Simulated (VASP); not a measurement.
Input of a VASP 6.6.1 run:

File INCAR:

```
SYSTEM = Al3Cu2
PREC = Accurate ; ENCUT = 520
EDIFF = 1E-7 ; ISMEAR = 0
SIGMA = 0.15 ; LREAL = .FALSE.
LASPH = .TRUE. ; NELM = 100
ALGO = Fast ; ISIF = 2
LWAVE = .FALSE. ; LCHARG = .TRUE.
GGA = CA ; LELF = .TRUE.
LVHAR = .TRUE. ; NBANDS = 24
```

File KPOINTS:

```
regular mesh
0
G
  12 12 8
  0 0 0
```

File POSCAR:

```
Al3Cu2
1.0
    4.0349447929     -0.0002572732     -0.0030511259
   -2.0176952016      3.4833927811      0.0255906420
   -0.0037102578      0.0337909671      4.8824695135
Al Cu
3 2
Direct
   -0.0635345737      0.0041780279     -0.0086505655
    0.1204054735      0.5912936052      0.5216376531
    0.6623039578      0.3122405198      0.5489259554
    0.4048462827      0.6412106728      0.8101216121
    0.8759788596      0.4510771742      0.1279653449
```

Potentials or basis: VASP PAW LDA potentials, release 64 (Al, Cu).

Command:

```console
$ cat potpaw_LDA.64/Al/POTCAR potpaw_LDA.64/Cu/POTCAR > POTCAR
$ mpirun -np 1 vasp_std > vasp.out
```

(1) Predict the pressure.

(2) Predict the largest force.

(3) What does it give for the band gap on the k mesh?

Answers

(1) 62.7 GPa.

(2) 25.344 eV/Å.

(3) zero (an odd number of electrons rules out a gap without spin polarisation).

Caveat: the cell differs from its parent crystal (atoms moved at random and the cell strained at random); atoms lie so close that the PAW spheres overlap strongly, which falsifies energies and pressures; the cell stands under pressure; forces of over 1 eV/Å act on the atoms, so gaps and moduli don't describe the material at rest.
